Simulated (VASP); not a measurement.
Ti, 6 atoms in the cell. The cell holds a slab with vacuum, 6 atoms: a = 2.770 Å, b = 4.451 Å, c = 20.424 Å, α = 90.00°, β = 90.00°, γ = 90.00°. 

* Program: VASP 6.6.1
* Task: relaxation of the atoms
* Functional: LDA
* Potentials or basis: VASP PAW LDA potentials, release 64 (Ti_sv)
* Cutoff: 520 eV
* k mesh: 10 × 7 × 1
* Occupations: gaussian, width 0.1 eV
* Spin: no spin polarisation
* Dipole correction: yes
* Atoms held fixed (from 0): [0, 1, 2]
* Further INCAR settings: ALGO = Normal; EDIFF = 1e-06; IBRION = 2; EDIFFG = -0.03; NSW = 70

Potentials or basis: VASP PAW LDA potentials, release 64 (Ti_sv).

Launch:

```console
$ cat potpaw_LDA.64/Ti_sv/POTCAR > POTCAR
$ mpirun -np 2 vasp_std > vasp.out
```

Hardware: 2 MPI ranks on AMD EPYC 9R45 96-Core Processor (Zen 5), on a shared host.

Estimate the wall time of this run.

Run time: 10 min on 2 MPI ranks on AMD EPYC 9R45 96-Core Processor (Zen 5), on a shared host, peak memory 0.38 GiB a rank. Counts: scf iterations 132, k points 24, ion steps 10.
